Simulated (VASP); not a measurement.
Runs of VASP 6.6.1 on Fe. The structure is that of space group Pm-3m (No. 221), or close to it. The cells are those of the table. 

```tsv
task	cell	cutoff (eV)	gap on the mesh (eV)	pressure (GPa)	moment (μB)
single point	a = 2.284 Å, 1 atom	520	none	(b)	2.33
single point	a = 2.371 Å, 1 atom	520	none	-0.5	2.43
relaxation of cell and atoms	relaxed to 20 GPa from a = 2.360 Å, 1 atom	600	none	20.1	2.33
relaxation of cell and atoms	relaxed to 10 GPa from a = 2.360 Å, 1 atom	600	none	10.1	2.33
single point	a = 2.256 Å, 1 atom	520	none	(a)	2.33
single point	a = 2.328 Å, 1 atom	520	none	9.2	2.44
relaxation of cell and atoms	relaxed from a = 2.360 Å, 1 atom	600	none	0.0	2.43
relaxation of cell and atoms	relaxed to 30 GPa from a = 2.360 Å, 1 atom	600	none	29.9	2.13
```

Alike in all rows: level PBE; potentials or basis VASP PAW PBE potentials, release 64 (Fe); spin collinear, ferromagnetic start; k mesh 9 × 9 × 9; smearing methfessel-paxton 0.05 eV.

**Question.** Estimate the missing entries.

**Answer.** (a) 29.0; (b) 19.1.

Caveats: the cell is relaxed towards a set pressure, so the enthalpy falls and the energy may rise (some runs).

A gap of «none» marks levels without a gap at the run's occupations.
